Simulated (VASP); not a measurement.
# KF in VASP: a series of runs

KF is run at these levels: PBE; tasks: single point.

All numbers are computed with VASP 6.6.1; they aren't measurements. Logs are shortened: lines on timing, memory, paths and dates and some standing lists are left out, and cuts for length are marked.

### 1 The cell of the first run

The structure is hexagonal, space group P6_3/mmc (No. 194). The conventional cell has a = 3.737 Å, b = 3.737 Å, c = 6.600 Å, α = 90.00°, β = 90.00°, γ = 120.00°. Within 3.8 Å of K (site symmetry -3m) lie 6 F at 2.72 Å and 8 K at 3.30 to 3.74 Å. F (site symmetry -6m2) has 6 K at 2.72 Å and 12 F at 3.74 to 3.94 Å within 4.0 Å.

### 2 Single point, PBE

The input, INCAR:

```
PREC = Accurate
ENCUT = 520
EDIFF = 1E-6
ISMEAR = 0
SIGMA = 0.1
LREAL = F
LASPH = T
NELM = 80
ALGO = Normal
ISIF = 2
LWAVE = F
LCHARG = T
GGA = PE
LELF = T
LVHAR = T
NBANDS = 42
```

The input, KPOINTS:

```
regular mesh
0
Gamma
  4 2 2
```

The input, POSCAR:

```
KF
1.0
    1.8686091655     -3.2365260143      0.0000000000
   -5.6058274967     -3.2365260142      0.0000000000
    0.0000000000      0.0000000000     -6.6004920042
K F
4 4
Direct
    0.5000000000      0.5000000000      0.5000000000
    0.0000000000      0.0000000000      0.5000000000
    0.0000000000      1.0000000000      0.0000000000
    0.5000000000      0.5000000000      0.0000000000
    1.0000000000      0.6666666667      0.2500000000
    0.5000000000      0.1666666667      0.2500000000
    0.5000000000      0.8333333333      0.7500000000
    1.0000000000      0.3333333333      0.7500000000
```

Potentials or basis: VASP PAW PBE potentials, release 64 (K_sv, F).

Started as:

```
cat potpaw_PBE.64/K_sv/POTCAR potpaw_PBE.64/F/POTCAR > POTCAR
mpirun -np 1 vasp_std > vasp.out
```

OUTCAR:

```text
PREC = Accurate
   ENCUT = 520
   EDIFF = 1E-6
   ISMEAR = 0
   LREAL = F
   LASPH = T
   NELM = 80
   ISIF = 2
   GGA = PE

 ion  position               nearest neighbor table
   1  0.500  0.500  0.500-   6 2.72   7 2.72   8 2.72   5 2.72   5 2.72   8 2.72   4 3.30   4 3.30
                             2 3.74   2 3.74   2 3.74   2 3.74
   2  0.000  0.000  0.500-   5 2.72   8 2.72   7 2.72   6 2.72   6 2.72   7 2.72   3 3.30   3 3.30
                             1 3.74   1 3.74   1 3.74   1 3.74
   3  0.000  0.000  0.000-   5 2.72   8 2.72   7 2.72   6 2.72   6 2.72   7 2.72   2 3.30   2 3.30
                             4 3.74   4 3.74   4 3.74   4 3.74
   4  0.500  0.500  0.000-   6 2.72   7 2.72   8 2.72   5 2.72   5 2.72   8 2.72   1 3.30   1 3.30
                             3 3.74   3 3.74   3 3.74   3 3.74
   5  0.000  0.667  0.250-   2 2.72   3 2.72   1 2.72   4 2.72   1 2.72   4 2.72
   6  0.500  0.167  0.250-   1 2.72   4 2.72   3 2.72   2 2.72   2 2.72   3 2.72
   7  0.500  0.833  0.750-   1 2.72   4 2.72   2 2.72   3 2.72   3 2.72   2 2.72
   8  0.000  0.333  0.750-   2 2.72   3 2.72   1 2.72   4 2.72   1 2.72   4 2.72

  LATTYP: Found a simple orthorhombic cell.
 ALAT       =     3.7372183311
 B/A-ratio  =     1.7320508076
 C/A-ratio  =     1.7661510298

  Lattice vectors:

 A1 = (   1.8686091655,  -3.2365260143,   0.0000000000)
 A2 = (  -5.6058274967,  -3.2365260142,   0.0000000000)
 A3 = (   0.0000000000,   0.0000000000,  -6.6004920042)

Analysis of symmetry for initial positions (statically):
=====================================================================
 Subroutine PRICEL returns following result:

  LATTYP: Found a hexagonal cell.
 ALAT       =     3.7372183311
 C/A-ratio  =     1.7661510298

  Lattice vectors:

 A1 = (  -1.8686091655,   3.2365260143,   0.0000000000)
 A2 = (   3.7372183311,  -0.0000000000,   0.0000000000)
 A3 = (   0.0000000000,   0.0000000000,  -6.6004920042)

   2 primitive cells build up your supercell.

 Routine SETGRP: Setting up the symmetry group for a
 simple orthorhombic supercell.

 Subroutine GETGRP returns: Found  8 space group operations
 (whereof  4 operations were pure point group operations)
 out of a pool of  8 trial point group operations.

The static configuration has the point symmetry C_2h.
 The point group associated with its full space group is D_2h.

Analysis of symmetry for dynamics (positions and initial velocities):
=====================================================================
 Subroutine PRICEL returns following result:

  LATTYP: Found a hexagonal cell.
 ALAT       =     3.7372183311
 C/A-ratio  =     1.7661510298

  Lattice vectors:

 A1 = (  -1.8686091655,   3.2365260143,   0.0000000000)
 A2 = (   3.7372183311,  -0.0000000000,   0.0000000000)
 A3 = (   0.0000000000,   0.0000000000,  -6.6004920042)

   2 primitive cells build up your supercell.

 Routine SETGRP: Setting up the symmetry group for a
 simple orthorhombic supercell.

 Subroutine GETGRP returns: Found  8 space group operations
 (whereof  4 operations were pure point group operations)
 out of a pool of  8 trial point group operations.

The dynamic configuration has the point symmetry C_2h.
 The point group associated with its full space group is D_2h.

 Subroutine INISYM returns: Found  8 space group operations
 (whereof  4 operations are pure point group operations),
 and found     2 'primitive' translations

----------------------------------------------------------------------------------------

                                     Primitive cell

  volume of cell :      79.8369

  direct lattice vectors                    reciprocal lattice vectors
    -1.868609165  3.236526014  0.000000000     0.000000000  0.308973262  0.000000000
     3.737218331 -0.000000000  0.000000000     0.267578694  0.154486631  0.000000000
     0.000000000  0.000000000 -6.600492004     0.000000000  0.000000000 -0.151503857

  length of vectors
     3.737218331  3.737218331  6.600492004     0.308973262  0.308973262  0.151503857

  position of ions in fractional coordinates (direct lattice)
     0.000000000  0.000000000  0.500000000
     0.000000000  0.000000000  0.000000000
     0.333333333  0.666666667  0.250000000
     0.666666667  0.333333333  0.750000000

  ion indices of the primitive-cell ions
   primitive index   ion index
                 1           1
                 2           4
                 3           6
                 4           7

----------------------------------------------------------------------------------------

 KPOINTS: regular mesh

Automatic generation of k-mesh.
 Grid dimensions read from file:
 generate k-points for:    4    2    2

 Generating k-lattice:

  Cartesian coordinates                     Fractional coordinates (reciprocal lattice)
     0.033447337 -0.057932487  0.000000000     0.250000000 -0.000000000  0.000000000
    -0.066894673 -0.038621658  0.000000000    -0.000000000  0.500000000  0.000000000
     0.000000000  0.000000000 -0.075751929     0.000000000  0.000000000  0.500000000

  Length of vectors
     0.066894673  0.077243315  0.075751929

  Shift w.r.t. Gamma in fractional coordinates (k-lattice)
     0.000000000  0.000000000  0.000000000

 Subroutine IBZKPT returns following result:
 ===========================================

 Found     12 irreducible k-points:

 Following reciprocal coordinates:
            Coordinates               Weight
  0.000000  0.000000  0.000000      1.000000
  0.250000  0.000000  0.000000      2.000000
  0.500000  0.000000  0.000000      1.000000
 -0.000000  0.500000  0.000000      1.000000
  0.250000  0.500000  0.000000      2.000000
  0.500000  0.500000  0.000000      1.000000
  0.000000  0.000000  0.500000      1.000000
  0.250000  0.000000  0.500000      2.000000
  0.500000  0.000000  0.500000      1.000000
 -0.000000  0.500000  0.500000      1.000000
  0.250000  0.500000  0.500000      2.000000
  0.500000  0.500000  0.500000      1.000000
   k-points           NKPTS =     12   k-points in BZ     NKDIM =     12   number of bands    NBANDS=     42
   number of dos      NEDOS =    301   number of ions     NIONS =      8
   total plane-waves  NPLWV =  67200
   dimension x,y,z NGX =    28 NGY =   48 NGZ =   50
   dimension x,y,z NGXF=    56 NGYF=   96 NGZF=  100
   ions per type =               4   4
   NGX,Y,Z   is equivalent  to a cutoff of  12.46, 12.33, 12.59 a.u.
   NGXF,Y,Z  is equivalent  to a cutoff of  24.91, 24.66, 25.19 a.u.
 SYSTEM =  unknown system
   PREC   = accura    normal or accurate (medium, high low for compatibility)
   ISTART =      0    job   : 0-new  1-cont  2-samecut
   ICHARG =      2    charge: 1-file 2-atom 10-const
   ISPIN  =      1    spin polarized calculation?
   LNONCOLLINEAR =      F non collinear calculations
   LSORBIT =      F    spin-orbit coupling
   LASPH  =      T    aspherical Exc in radial PAW
   ENCUT  =  520.0 eV  38.22 Ry    6.18 a.u.   6.95 12.04 12.27*2*pi/ulx,y,z
   NELM   =     80;   NELMIN=  2; NELMDL= -5     # of ELM steps
   EDIFF  = 0.1E-05   stopping-criterion for ELM
   LREAL  =      F    real-space projection
   EDIFFG = 0.1E-04   stopping-criterion for IOM
   NSW    =      0    number of steps for IOM
   IBRION =     -1    ionic relax: 0-MD 1-quasi-New 2-CG
   NFREE  =      0    steps in history (QN), initial steepest desc. (CG)
   ISIF   =      2    stress and relaxation
   ISYM   =      2    0-nonsym 1-usesym 2-fastsym
   POTIM  = 0.5000    time-step for ionic-motion
   TEBEG  =    0.0;   TEEND  =   0.0 temperature during run
   PSTRESS=    0.0 pullay stress
   NELECT =      64.0000    total number of electrons
   NUPDOWN=      -1.0000    fix difference up-down
   EMIN   =  10.00;   EMAX   =-10.00  energy-range for DOS
   EFERMI =   0.00;   METHOD = LEGACY
   ISMEAR =     0;   SIGMA  =   0.10  broadening in eV -4-tet -1-fermi 0-gaus
   EFERMI_NEDOS =   21; number of points for ismear=-14 and -15
   IALGO  =     38    algorithm
   IMIX   =      4    mixing-type and parameters
     AMIX     =   0.40;   BMIX     =  1.00
     AMIX_MAG =   1.60;   BMIX_MAG =  1.00
  volume/ion in A,a.u.               =      19.96       134.69
  Fermi-wavevector in a.u.,A,eV,Ry     =   1.207045  2.280985 19.823118  1.456958
  Thomas-Fermi vector in A             =   2.342695
   LORBIT       =      0    0 simple, 1 ext, 2 COOP (PROOUT), +10 PAW based schemes
   GGA     = PE    functional components
   LHFCALC =     F    Hartree Fock is set to
   AEXX    =    0.0000 exact exchange contribution
   IVDW    =     0    specifies the selected vdW correction
   LEPSILON=     F    determine dielectric tensor
   LRPA    =     F    only Hartree local field effects (RPA)
 non-spin polarized calculation
 Gauss-broadening in eV      SIGMA  =   0.10
  energy-cutoff  :      520.00
  volume of cell :      159.67
 maximum number of plane-waves:      4336
 NGX is ok and might be reduce to    28
   NGX = 13   NGY = 25   NGZ = 25

 number of electron      63.9999954 magnetization

 Free energy of the ion-electron system (eV)
  ---------------------------------------------------
  ext. energy  EPLUGINS =         0.00000000
  ---------------------------------------------------
  free energy    TOTEN  =       -32.87217556 eV

  energy without entropy =      -32.87217556  energy(sigma->0) =      -32.87217556

 E-fermi :  -2.3802     XC(G=0):  -8.2021

 val. band max:       -2.8682852662   @ k =   0.0000   0.0000   0.0000
 cond. band min:       3.0181092883   @ k =   0.0000   0.0000   0.0000
 fundamental gap:      5.8863945545
 Fermi energy:        -2.3802370594

 k-point     1 :       0.0000    0.0000    0.0000
  band No.  band energies     occupation
      1     -29.3466      2.00000
      2     -29.2782      2.00000
      3     -29.2330      2.00000
      4     -29.1845      2.00000
      5     -21.6161      2.00000
      6     -21.5925      2.00000
[... 34 lines left out ...]
     41       7.3147      0.00000
     42       7.9721      0.00000

 k-point     2 :       0.2500    0.0000    0.0000
  band No.  band energies     occupation
      1     -29.3197      2.00000
      2     -29.2711      2.00000
      3     -29.2139      2.00000
      4     -29.1795      2.00000
      5     -21.5900      2.00000
      6     -21.5727      2.00000
[... 34 lines left out ...]
     41       7.8399      0.00000
     42       7.9417      0.00000

 k-point     3 :       0.5000    0.0000    0.0000
  band No.  band energies     occupation
      1     -29.2782      2.00000
      2     -29.2782      2.00000
      3     -29.1845      2.00000
      4     -29.1845      2.00000
      5     -21.5722      2.00000
      6     -21.5722      2.00000
[... 34 lines left out ...]
     41       7.8544      0.00000
     42       7.9015      0.00000

 k-point     4 :      -0.0000    0.5000    0.0000
  band No.  band energies     occupation
      1     -29.3126      2.00000
      2     -29.3126      2.00000
      3     -29.2088      2.00000
      4     -29.2088      2.00000
      5     -21.5855      2.00000
      6     -21.5855      2.00000
[... 304 lines left out ...]
     41       8.0424      0.00000
     42       8.0424      0.00000

 k-point    11 :       0.2500    0.5000    0.5000
  band No.  band energies     occupation
      1     -29.2465      2.00000
      2     -29.2465      2.00000
      3     -29.2465      2.00000
      4     -29.2465      2.00000
      5     -21.5675      2.00000
      6     -21.5675      2.00000
[... 34 lines left out ...]
     41       8.1359      0.00000
     42       8.1359      0.00000

 k-point    12 :       0.5000    0.5000    0.5000
  band No.  band energies     occupation
      1     -29.2317      2.00000
      2     -29.2317      2.00000
      3     -29.2317      2.00000
      4     -29.2317      2.00000
      5     -21.5651      2.00000
      6     -21.5651      2.00000
[... 34 lines left out ...]
     41       8.4799      0.00000
     42       8.4799      0.00000

------------------------ aborting loop because EDIFF is reached ----------------------------------------

  FORCE on cell =-STRESS in cart. coord.  units (eV):
  Direction    XX          YY          ZZ          XY          YZ          ZX
  --------------------------------------------------------------------------------------
  -------------------------------------------------------------------------------------
  Total        0.0237730      0.0231876      0.0262221      0.0005070      0.0000000      0.0000000
  in kB        0.2385396      0.2326656      0.2631143      0.0050870      0.0000000      0.0000000
  external PRESSURE =       0.2447732 kB  Pullay stress =       0.0000000 kB

 VOLUME and BASIS-vectors are now :
 -----------------------------------------------------------------------------
  energy-cutoff  :      520.00
  volume of cell :      159.67
      direct lattice vectors                 reciprocal lattice vectors
     1.868609165 -3.236526014  0.000000000     0.133789347 -0.231729946  0.000000000
    -5.605827497 -3.236526014  0.000000000    -0.133789347 -0.077243315  0.000000000
     0.000000000  0.000000000 -6.600492004     0.000000000  0.000000000 -0.151503857

 POSITION                                       TOTAL-FORCE (eV/Angst)
 -----------------------------------------------------------------------------------
     -1.86861     -3.23653     -3.30025         0.000000      0.000000      0.000000
      0.00000      0.00000     -3.30025         0.000000      0.000000      0.000000
      0.00000      0.00000      0.00000         0.000000      0.000000      0.000000
     -1.86861     -3.23653      0.00000         0.000000     -0.000000      0.000000
     -3.73722     -2.15768     -1.65012        -0.000033     -0.000019      0.000000
     -0.00000     -2.15768     -1.65012        -0.000033     -0.000019      0.000000
     -3.73722     -4.31537     -4.95037         0.000033      0.000019     -0.000000
     -1.86861     -1.07884     -4.95037         0.000033      0.000019     -0.000000
 -----------------------------------------------------------------------------------
    total drift:                               -0.000000     -0.000000     -0.000000

  FREE ENERGIE OF THE ION-ELECTRON SYSTEM (eV)
  ---------------------------------------------------
  free  energy   TOTEN  =       -32.8721755581 eV

  energy  without entropy=      -32.8721755581  energy(sigma->0) =      -32.87217556
```

Run time: 2 min. Hardware: 1 thread of Oxide Virtual Turin-like, shared host; peak memory 0.22 GiB.

Results:

* Free energy: -32.8722 eV
* Pressure: 0.0 GPa
* Band gap on the k mesh: 5.89 eV

Caveat: the k points lie up to 0.49 Å⁻¹ apart.

### 3 Single point, PBE

This run uses another cell than the first one, of 19.87 Å³/atom.

The input, INCAR:

```
  ALGO = Normal
  EDIFF = 1E-6
  ENCUT = 520
  GGA = PE
  ISIF = 2
  ISMEAR = 0
  LASPH = True
  LCHARG = False
  LREAL = False
  LWAVE = False
  NBANDS = 42
  NELM = 100
  PREC = Accurate
  SIGMA = 0.1
```

The input, KPOINTS:

```
k-points
0
Gamma
  4 2 2
```

The input, POSCAR:

```
KF
1.0
    1.8765903629     -3.2342695940      0.0020333646
   -5.5980173511     -3.2158946526     -0.0139577929
   -0.0141909004     -0.0040932640     -6.5845193328
K F
4 4
Direct
    0.5030490488      0.5001371163      0.4993178252
    0.0017764934      0.0001503458      0.5006192257
   -0.0027256681      0.9999266338      0.0007028996
    0.4979711863      0.4998488885     -0.0005530449
    1.0015078697      0.6663625422      0.2498619532
    0.5000665377      0.1662349844      0.2502354105
    0.4986576266      0.8336352432      0.7500402196
    0.9996969053      0.3337042457      0.7497755111
```

Potentials or basis: VASP PAW PBE potentials, release 64 (K_sv, F).

Started as:

```
cat potpaw_PBE.64/K_sv/POTCAR potpaw_PBE.64/F/POTCAR > POTCAR
mpirun -np 1 vasp_std > vasp.out
```

Wall time 1.8 min (1 thread of Oxide Virtual Turin-like, shared host); peak memory 0.22 GiB.

Results (log left out):

- Free energy: -32.8703 eV
- Pressure: 0.2 GPa
- Largest force: 0.012 eV/Å
- Band gap on the k mesh: 5.91 eV

Forces in eV/Å, atoms in the order of the input:
```
K   -0.005  0.008 -0.006
K   -0.002  0.007  0.002
K    0.004 -0.007  0.007
K    0.003 -0.007 -0.002
F    0.000  0.002  0.001
F    0.000 -0.003  0.002
F    0.001 -0.002 -0.003
F    0.000  0.001 -0.002
```

Stress tensor (GPa, compression positive):
```
 0.09  0.07 -0.06
 0.07  0.15 -0.02
-0.06 -0.02  0.22
```

Levels at points of the mesh, in eV from the valence-band top:
```csv
k point,band 28,band 29,band 30,band 31,band 32,band 33,band 34,band 35,band 36,band 37
"(0.00, 0.00, 0.00)",-0.16,-0.08,-0.07,-0.01,0.00,5.91,8.13,8.96,9.12,9.55
"(0.50, 0.00, 0.00)",-0.32,-0.29,-0.29,-0.12,-0.12,8.78,8.78,8.91,8.91,9.66
"(0.00, 0.50, 0.00)",-0.26,-0.22,-0.22,-0.06,-0.06,7.29,7.29,8.79,8.79,9.48
"(0.50, 0.50, 0.00)",-0.26,-0.16,-0.16,-0.07,-0.06,8.13,8.14,9.54,9.55,9.60
"(0.00, 0.00, 0.50)",-0.19,-0.14,-0.14,-0.13,-0.13,7.19,7.20,8.72,8.74,9.96
"(0.50, 0.00, 0.50)",-0.39,-0.15,-0.15,-0.15,-0.15,9.11,9.11,9.12,9.12,10.07
"(0.00, 0.50, 0.50)",-0.16,-0.16,-0.15,-0.15,-0.15,8.08,8.08,8.09,8.09,9.95
"(0.50, 0.50, 0.50)",-0.28,-0.19,-0.19,-0.19,-0.18,8.72,8.73,8.73,8.73,10.18
```

Caveat: the k points lie up to 0.49 Å⁻¹ apart.
